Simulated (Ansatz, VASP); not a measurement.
Al3N: VASP beside Ansatz

```
CELL_PARAMETERS angstrom
0.00000 3.06201 3.06201
3.06201 0.00000 3.06201
3.06201 3.06201 0.00000
ATOMIC_POSITIONS crystal
Al 0.50000 0.50000 0.50000
Al 0.25000 0.25000 0.25000
Al 0.75000 0.75000 0.75000
N 0.00000 0.00000 0.00000
```

Change from the starting cell: species swapped into the AlCu3 type (Fm-3m, No. 225).

Alike in both runs: functional PBE; k mesh 6 × 6 × 6; occupations gaussian, width 0.2 eV; no spin polarisation.

Ansatz relaxed the structure, and its values are those at the end. VASP's run is a single point on that final structure, the one shown.

|  | VASP | Ansatz |
| --- | --- | --- |
| version | VASP 6.6.1 | Ansatz 0.2.0 |
| potentials or method | VASP PAW PBE potentials, release 64 (Al, N), cutoff 600 eV | scalar-relativistic, plane waves, PAW |
| valence electrons in the cell | 14 | 14 |

```tsv
	VASP	Ansatz	Ansatz less VASP
gap on the k mesh at the Fermi level (eV)	none	none	-
pressure (GPa)	0.6	0.7	+0.09
```

A gap of «none» marks a metal or a gap that the smearing closes.
